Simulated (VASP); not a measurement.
# AlN (P3m1) in VASP: further runs

Runs on AlN. Level: r2SCAN. Tasks: single point.

Program: VASP 6.6.1. These are calculated values, not measurements. Logs are shortened: lines on timing, memory, paths and dates and some standing lists are left out, and cuts for length are marked.

### 1 The cell of the first run

The structure is trigonal, space group P3m1 (No. 156). The conventional cell has a = 3.107 Å, b = 3.107 Å, c = 14.457 Å, α = 90.00°, β = 90.00°, γ = 120.00°. Within 2.5 Å of Al (site symmetry 3m) lie 4 N at 1.89 to 1.90 Å. Al (site symmetry 3m) has 4 N at 1.89 to 1.90 Å within 2.5 Å. Al (site symmetry 3m) has 3 N at 1.89 Å within 2.5 Å. Al (site symmetry 3m) has 4 N at 1.89 to 1.90 Å within 2.5 Å. N (site symmetry 3m) has 4 Al at 1.89 to 1.90 Å within 2.5 Å. Within 2.5 Å of N (site symmetry 3m) lie 4 Al at 1.89 to 1.90 Å. Within 2.5 Å of N (site symmetry 3m) lie 3 Al at 1.89 Å. N (site symmetry 3m) has 4 Al at 1.89 to 1.90 Å within 2.5 Å.

### 2 Single point, r2SCAN

Input file POSCAR:

```
AlN
1.0
   -3.1066653375      0.0000000000      0.0000000000
   -1.5533326688     -2.6904511034      0.0000000000
    0.0000000000      0.0000000000     14.4568096770
Al N
4 4
Direct
    0.3333333333      0.3333333333      0.4508389074
    0.3333333333      0.3333333333      0.1064749052
    0.6666666667      0.6666666667      0.6230209084
    0.6666666667      0.6666666667      0.2786569063
    0.3333333333      0.3333333333      0.5822530990
    0.3333333333      0.3333333333      0.2378890969
    0.6666666667      0.6666666667      0.0657070958
    0.6666666667      0.6666666667      0.4100710980
```

Input file INCAR.step1:

```
SYSTEM = AlN
ALGO     = Normal         ! electronic algorithm
EDIFF    = 1E-4           ! SCF threshold, eV
ENCUT    = 520            ! plane-wave cutoff, eV
GGA      = PE             ! functional
ISMEAR   = 0              ! smearing method
LASPH    = .TRUE.         ! aspherical terms in the spheres
LCHARG   = .FALSE.        ! write CHGCAR
LREAL    = .FALSE.        ! projectors in reciprocal space
LWAVE    = .TRUE.         ! write WAVECAR
NBANDS   = 26             ! bands
NELM     = 80             ! most SCF steps
PREC     = Accurate       ! precision mode
SIGMA    = 0.05           ! smearing width, eV
```

Input file INCAR.step2:

```
SYSTEM = AlN
ALGO     = Normal         ! electronic algorithm
EDIFF    = 1E-6           ! SCF threshold, eV
ENCUT    = 520            ! plane-wave cutoff, eV
ISIF     = 2              ! what is computed and relaxed
ISMEAR   = 0              ! smearing method
ISTART   = 1            
LASPH    = .TRUE.         ! aspherical terms in the spheres
LCHARG   = .FALSE.        ! write CHGCAR
LMIXTAU  = .TRUE.       
LREAL    = .FALSE.        ! projectors in reciprocal space
LWAVE    = .FALSE.        ! write WAVECAR
METAGGA  = R2SCAN         ! meta-GGA
NBANDS   = 26             ! bands
NELM     = 80             ! most SCF steps
PREC     = Accurate       ! precision mode
SIGMA    = 0.05           ! smearing width, eV
```

Input file KPOINTS:

```
k-points
0
G
  8 8 3
  0 0 0
```

Potentials or basis: VASP PAW PBE potentials, release 64 (Al, N).

The run is started by

```sh
$ cat potpaw_PBE.64/Al/POTCAR potpaw_PBE.64/N/POTCAR > POTCAR
$ cp INCAR.step1 INCAR
$ mpirun -np 1 vasp_std > vasp.out
$ cp INCAR.step2 INCAR
$ mpirun -np 1 vasp_std > vasp.out
```

OUTCAR:

```text
SYSTEM = AlN
   EDIFF = 1E-6
   ENCUT = 520
   ISIF = 2
   ISMEAR = 0
   ISTART = 1
   LASPH = .TRUE.
   LREAL = .FALSE.
   METAGGA = R2SCAN
   NELM = 80
   PREC = Accurate

 ion  position               nearest neighbor table
   1  0.333  0.333  0.451-   8 1.89   8 1.89   8 1.89   5 1.90   3 3.07   3 3.07   3 3.07   4 3.07
                             4 3.07   4 3.07
   2  0.333  0.333  0.106-   7 1.89   7 1.89   7 1.89   6 1.90   4 3.07   4 3.07   4 3.07
   3  0.667  0.667  0.623-   5 1.89   5 1.89   5 1.89   1 3.07   1 3.07   1 3.07
   4  0.667  0.667  0.279-   6 1.89   6 1.89   6 1.89   8 1.90   1 3.07   2 3.07   2 3.07   1 3.07
                             1 3.07   2 3.07
   5  0.333  0.333  0.582-   3 1.89   3 1.89   3 1.89   1 1.90
   6  0.333  0.333  0.238-   4 1.89   4 1.89   4 1.89   2 1.90
   7  0.667  0.667  0.066-   2 1.89   2 1.89   2 1.89
   8  0.667  0.667  0.410-   1 1.89   1 1.89   1 1.89   4 1.90

  LATTYP: Found a hexagonal cell.
 ALAT       =     3.1066653376
 C/A-ratio  =     4.6534815006

  Lattice vectors:

 A1 = (   1.5533326688,   2.6904511034,   0.0000000000)
 A2 = (  -3.1066653375,   0.0000000000,   0.0000000000)
 A3 = (   0.0000000000,   0.0000000000,  14.4568096770)

Analysis of symmetry for initial positions (statically):
=====================================================================
 Subroutine PRICEL returns:
 Original cell was already a primitive cell.

 Routine SETGRP: Setting up the symmetry group for a
 hexagonal supercell.

 Subroutine GETGRP returns: Found  6 space group operations
 (whereof  6 operations were pure point group operations)
 out of a pool of 24 trial point group operations.

The static configuration has the point symmetry C_3v.

Analysis of symmetry for dynamics (positions and initial velocities):
=====================================================================
 Subroutine PRICEL returns:
 Original cell was already a primitive cell.

 Routine SETGRP: Setting up the symmetry group for a
 hexagonal supercell.

 Subroutine GETGRP returns: Found  6 space group operations
 (whereof  6 operations were pure point group operations)
 out of a pool of 24 trial point group operations.

The dynamic configuration has the point symmetry C_3v.

 Subroutine INISYM returns: Found  6 space group operations
 (whereof  6 operations are pure point group operations),
 and found     1 'primitive' translations

----------------------------------------------------------------------------------------

                                     Primitive cell

  volume of cell :     120.8348

  direct lattice vectors                    reciprocal lattice vectors
    -3.106665337  0.000000000  0.000000000    -0.321888550  0.185842441  0.000000000
    -1.553332669 -2.690451103  0.000000000     0.000000000 -0.371684882  0.000000000
     0.000000000  0.000000000 14.456809677     0.000000000  0.000000000  0.069171555

  length of vectors
     3.106665337  3.106665338 14.456809677     0.371684882  0.371684882  0.069171555

  position of ions in fractional coordinates (direct lattice)
     0.333333333  0.333333333  0.450838907
     0.333333333  0.333333333  0.106474905
     0.666666667  0.666666667  0.623020908
     0.666666667  0.666666667  0.278656906
     0.333333333  0.333333333  0.582253099
     0.333333333  0.333333333  0.237889097
     0.666666667  0.666666667  0.065707096
     0.666666667  0.666666667  0.410071098

  ion indices of the primitive-cell ions
   primitive index   ion index
                 1           1
                 2           2
                 3           3
                 4           4
                 5           5
                 6           6
                 7           7
                 8           8

----------------------------------------------------------------------------------------

 KPOINTS: k-points

Automatic generation of k-mesh.
 Grid dimensions read from file:
 generate k-points for:    8    8    3

 Generating k-lattice:

  Cartesian coordinates                     Fractional coordinates (reciprocal lattice)
    -0.040236069  0.023230305  0.000000000     0.125000000 -0.000000000  0.000000000
     0.000000000 -0.046460610  0.000000000     0.000000000  0.125000000  0.000000000
     0.000000000  0.000000000  0.023057185     0.000000000  0.000000000  0.333333333

  Length of vectors
     0.046460610  0.046460610  0.023057185

  Shift w.r.t. Gamma in fractional coordinates (k-lattice)
     0.000000000  0.000000000  0.000000000

 Subroutine IBZKPT returns following result:
 ===========================================

 Found     25 irreducible k-points:

 Following reciprocal coordinates:
            Coordinates               Weight
  0.000000  0.000000  0.000000      1.000000
  0.125000  0.000000  0.000000      6.000000
  0.250000  0.000000  0.000000      6.000000
  0.375000 -0.000000  0.000000      6.000000
  0.500000  0.000000  0.000000      3.000000
  0.250000  0.125000  0.000000      6.000000
[... 16 lines left out ...]
  0.375000  0.500000  0.333333     12.000000
  0.500000  0.250000  0.333333     12.000000
   k-points           NKPTS =     25   k-points in BZ     NKDIM =     25   number of bands    NBANDS=     26
   number of dos      NEDOS =    301   number of ions     NIONS =      8
   total plane-waves  NPLWV =  62208
   dimension x,y,z NGX =    24 NGY =   24 NGZ =  108
   dimension x,y,z NGXF=    48 NGYF=   48 NGZF=  216
   ions per type =               4   4
   NGX,Y,Z   is equivalent  to a cutoff of  12.84, 12.84, 12.42 a.u.
   NGXF,Y,Z  is equivalent  to a cutoff of  25.69, 25.69, 24.84 a.u.
 SYSTEM =  AlN
   PREC   = accura    normal or accurate (medium, high low for compatibility)
   ISTART =      1    job   : 0-new  1-cont  2-samecut
   ICHARG =      0    charge: 1-file 2-atom 10-const
   ISPIN  =      1    spin polarized calculation?
   LNONCOLLINEAR =      F non collinear calculations
   LSORBIT =      F    spin-orbit coupling
   LASPH  =      T    aspherical Exc in radial PAW
   ENCUT  =  520.0 eV  38.22 Ry    6.18 a.u.   5.78  5.78 26.88*2*pi/ulx,y,z
   NELM   =     80;   NELMIN=  2; NELMDL=  0     # of ELM steps
   EDIFF  = 0.1E-05   stopping-criterion for ELM
   LREAL  =      F    real-space projection
   EDIFFG = 0.1E-04   stopping-criterion for IOM
   NSW    =      0    number of steps for IOM
   IBRION =     -1    ionic relax: 0-MD 1-quasi-New 2-CG
   NFREE  =      0    steps in history (QN), initial steepest desc. (CG)
   ISIF   =      2    stress and relaxation
   ISYM   =      2    0-nonsym 1-usesym 2-fastsym
   POTIM  = 0.5000    time-step for ionic-motion
   TEBEG  =    0.0;   TEEND  =   0.0 temperature during run
   PSTRESS=    0.0 pullay stress
   NELECT =      32.0000    total number of electrons
   NUPDOWN=      -1.0000    fix difference up-down
   EMIN   =  10.00;   EMAX   =-10.00  energy-range for DOS
   EFERMI =   0.00;   METHOD = LEGACY
   ISMEAR =     0;   SIGMA  =   0.05  broadening in eV -4-tet -1-fermi 0-gaus
   EFERMI_NEDOS =   21; number of points for ismear=-14 and -15
   IALGO  =     38    algorithm
   IMIX   =      4    mixing-type and parameters
     AMIX     =   0.40;   BMIX     =  1.00
     AMIX_MAG =   1.60;   BMIX_MAG =  1.00
  volume/ion in A,a.u.               =      15.10       101.93
  Fermi-wavevector in a.u.,A,eV,Ry     =   1.051302  1.986673 15.037646  1.105236
  Thomas-Fermi vector in A             =   2.186340
   LORBIT       =      0    0 simple, 1 ext, 2 COOP (PROOUT), +10 PAW based schemes
   METAGGA = R2SCAN    functional components
   LHFCALC =     F    Hartree Fock is set to
   AEXX    =    0.0000 exact exchange contribution
   IVDW    =     0    specifies the selected vdW correction
   LEPSILON=     F    determine dielectric tensor
   LRPA    =     F    only Hartree local field effects (RPA)
 non-spin polarized calculation
 Gauss-broadening in eV      SIGMA  =   0.05
  energy-cutoff  :      520.00
  volume of cell :      120.83
 maximum number of plane-waves:      3280
   NGX = 11   NGY = 11   NGZ = 53

 number of electron      31.9999996 magnetization

 Free energy of the ion-electron system (eV)
  ---------------------------------------------------
  ext. energy  EPLUGINS =         0.00000000
  ---------------------------------------------------
  free energy    TOTEN  =       -72.60443049 eV

  energy without entropy =      -72.59543678  energy(sigma->0) =      -72.59993363

 E-fermi :   3.5529     XC(G=0):  -8.9415

 val. band max:        3.5316879377   @ k =   0.3750   0.5000   0.3333
 cond. band min:       3.6029916288   @ k =   0.5000   0.2500   0.0000
 fundamental gap:      0.0713036911
 Fermi energy:         3.5529248516

 k-point     1 :       0.0000    0.0000    0.0000
  band No.  band energies     occupation
      1     -14.9827      2.00000
      2     -13.6867      2.00000
      3     -12.4629      2.00000
      4     -10.4198      2.00000
      5      -4.5648      2.00000
      6      -2.4253      2.00000
[... 18 lines left out ...]
     25      12.7616      0.00000
     26      13.4142      0.00000

 k-point     2 :       0.1250    0.0000    0.0000
  band No.  band energies     occupation
      1     -14.8022      2.00000
      2     -13.5204      2.00000
      3     -12.3060      2.00000
      4     -10.2721      2.00000
      5      -4.3533      2.00000
      6      -2.4071      2.00000
[... 18 lines left out ...]
     25      12.9343      0.00000
     26      13.1988      0.00000

 k-point     3 :       0.2500    0.0000    0.0000
  band No.  band energies     occupation
      1     -14.3150      2.00000
      2     -13.0809      2.00000
      3     -11.8936      2.00000
      4      -9.8876      2.00000
      5      -3.8048      2.00000
      6      -3.2057      2.00000
[... 572 lines left out ...]
 k-point    23 :       0.3750    0.5000    0.3333
  band No.  band energies     occupation
      1     -13.4428      2.00000
      2     -12.3471      2.00000
      3     -11.2074      2.00000
      4      -9.2654      2.00000
      5      -4.7546      2.00000
      6      -3.8069      2.00000
[... 18 lines left out ...]
     25      12.5227      0.00000
     26      13.3695      0.00000

 k-point    24 :       0.5000    0.2500    0.3333
  band No.  band energies     occupation
      1     -13.4592      2.00000
      2     -12.3543      2.00000
      3     -11.2129      2.00000
      4      -9.2682      2.00000
      5      -4.2881      2.00000
      6      -3.5066      2.00000
[... 18 lines left out ...]
     25      12.4062      0.00000
     26      12.8675      0.00000

 [... further k-points ...]

------------------------ aborting loop because EDIFF is reached ----------------------------------------

  FORCE on cell =-STRESS in cart. coord.  units (eV):
  Direction    XX          YY          ZZ          XY          YZ          ZX
  --------------------------------------------------------------------------------------
  -------------------------------------------------------------------------------------
  Total       -1.4680086     -1.4680086     -0.1749534     -0.0000000     -0.0000000      0.0000000
  in kB      -19.4646750    -19.4646750     -2.3197493     -0.0000000     -0.0000000      0.0000000
  external PRESSURE =     -13.7496998 kB  Pullay stress =       0.0000000 kB

 VOLUME and BASIS-vectors are now :
 -----------------------------------------------------------------------------
  energy-cutoff  :      520.00
  volume of cell :      120.83
      direct lattice vectors                 reciprocal lattice vectors
    -3.106665337  0.000000000  0.000000000    -0.321888550  0.185842441  0.000000000
    -1.553332669 -2.690451103  0.000000000     0.000000000 -0.371684882  0.000000000
     0.000000000  0.000000000 14.456809677     0.000000000  0.000000000  0.069171555

 POSITION                                       TOTAL-FORCE (eV/Angst)
 -----------------------------------------------------------------------------------
     -1.55333     -0.89682      6.51769        -0.000000      0.000000     -1.401195
     -1.55333     -0.89682      1.53929         0.000000      0.000000     -2.437334
     -3.10667     -1.79363      9.00689         0.000000     -0.000000     -0.304503
     -3.10667     -1.79363      4.02849         0.000000      0.000000     -1.303247
     -1.55333     -0.89682      8.41752        -0.000000      0.000000      0.878580
     -1.55333     -0.89682      3.43912        -0.000000      0.000000      1.351073
     -3.10667     -1.79363      0.94991        -0.000000      0.000000      2.003075
     -3.10667     -1.79363      5.92832        -0.000000      0.000000      1.213551
 -----------------------------------------------------------------------------------
    total drift:                               -0.000000     -0.000000      0.026595

  FREE ENERGIE OF THE ION-ELECTRON SYSTEM (eV)
  ---------------------------------------------------
  free  energy   TOTEN  =       -72.6044304872 eV

  energy  without entropy=      -72.5954367820  energy(sigma->0) =      -72.59993363
```

Run time: 7.9 min. Hardware: 1 thread of Intel Xeon Platinum 8259CL at 2.50GHz (Skylake/Cascade Lake), shared host; peak memory 0.27 GiB.

What came out:

- Free energy: -72.6044 eV
- Pressure: -1.4 GPa
- Largest force: 2.437 eV/Å
- Band gap on the k mesh: zero (band 16 reaches 3.66 eV, above the bottom of band 17 at 3.38 eV)

Forces on the atoms (eV/Å):
```
Al   0.000  0.000 -1.401
Al   0.000  0.000 -2.437
Al   0.000  0.000 -0.305
Al   0.000  0.000 -1.303
N    0.000  0.000  0.879
N    0.000  0.000  1.351
N    0.000  0.000  2.003
N    0.000  0.000  1.214
```

Levels at points of the mesh, in eV from the Fermi level:
```csv
k point,band 13,band 14,band 15,band 16,band 17,band 18,band 19,band 20
"(0.00, 0.00, 0.00)",-1.65,-0.99,-0.54,0.09,0.09,3.64,4.60,5.65
"(0.50, 0.00, 0.00)",-2.61,-2.52,-0.68,-0.11,1.03,2.76,4.22,4.94
```

Caveat: the PAW data sets were made with another functional, which shifts forces and pressure a little.

### 3 Single point, r2SCAN

This run uses another cell than the first one, of 16.67 Å³/atom, 1.104 times its volume.

Input file POSCAR:

```
AlN
1.0
   -3.1066653375      0.0000000000      0.0000000000
   -1.5533326688     -2.6904511034      0.0000000000
    0.0000000000      0.0000000000     15.9568096770
Al N
4 4
Direct
    0.3333333333      0.3333333333      0.4084583580
    0.3333333333      0.3333333333      0.0964658645
    0.6666666667      0.6666666667      0.5644546047
    0.6666666667      0.6666666667      0.2524621112
    0.3333333333      0.3333333333      0.5275191224
    0.3333333333      0.3333333333      0.2155266289
    0.6666666667      0.6666666667      0.0595303822
    0.6666666667      0.6666666667      0.3715228757
```

Input file INCAR.step1:

```
SYSTEM = AlN
PREC = Accurate ; ENCUT = 520
ISMEAR = 0 ; SIGMA = 0.05
LREAL = .FALSE. ; LASPH = .TRUE.
NELM = 60 ; NBANDS = 26
GGA = PE ; ALGO = Normal
EDIFF = 1E-4 ; LWAVE = .TRUE.
LCHARG = .FALSE.
```

Input file INCAR.step2:

```
SYSTEM = AlN
PREC = Accurate ; ENCUT = 520
EDIFF = 1E-6 ; ISMEAR = 0
SIGMA = 0.05 ; LREAL = .FALSE.
LASPH = .TRUE. ; NELM = 60
ALGO = Normal ; ISIF = 2
LWAVE = .FALSE. ; LCHARG = .FALSE.
METAGGA = R2SCAN ; LMIXTAU = .TRUE.
NBANDS = 26 ; ISTART = 1
```

Input file KPOINTS:

```
Automatic mesh
0
G
  8 8 3
  0 0 0
```

Potentials or basis: VASP PAW PBE potentials, release 64 (Al, N).

The run is started by

```sh
$ cat potpaw_PBE.64/Al/POTCAR potpaw_PBE.64/N/POTCAR > POTCAR
$ cp INCAR.step1 INCAR
$ mpirun -np 1 vasp_std > vasp.out
$ cp INCAR.step2 INCAR
$ mpirun -np 1 vasp_std > vasp.out
```

Run time: 7.6 min. Hardware: 1 thread of Intel Xeon Platinum 8259CL at 2.50GHz (Skylake/Cascade Lake), shared host; peak memory 0.3 GiB.

The run converged. Its results:

* Free energy: -72.5790 eV
* Pressure: -1.2 GPa
* Largest force: 2.484 eV/Å
* Band gap on the k mesh: zero (band 16 reaches 2.74 eV, above the bottom of band 17 at 2.45 eV)

Forces in eV/Å, atoms in the order of the input:
```
Al   0.000  0.000 -1.360
Al   0.000  0.000 -2.484
Al   0.000  0.000 -0.290
Al   0.000  0.000 -1.295
N    0.000  0.000  0.847
N    0.000  0.000  1.327
N    0.000  0.000  2.078
N    0.000  0.000  1.178
```

Stress tensor (GPa, compression positive):
```
-1.75  0.00  0.00
 0.00 -1.75  0.00
 0.00  0.00 -0.14
```

Levels at points of the mesh, in eV from the Fermi level:
```tsv
k point	band 13	band 14	band 15	band 16	band 17	band 18	band 19	band 20
(0.00, 0.00, 0.00)	-1.66	-1.02	-0.50	0.09	0.09	3.60	4.65	5.66
(0.50, 0.00, 0.00)	-2.61	-2.52	-0.69	-0.11	1.04	2.78	4.24	4.95
```

Caveat: the PAW data sets were made with another functional, which shifts forces and pressure a little.
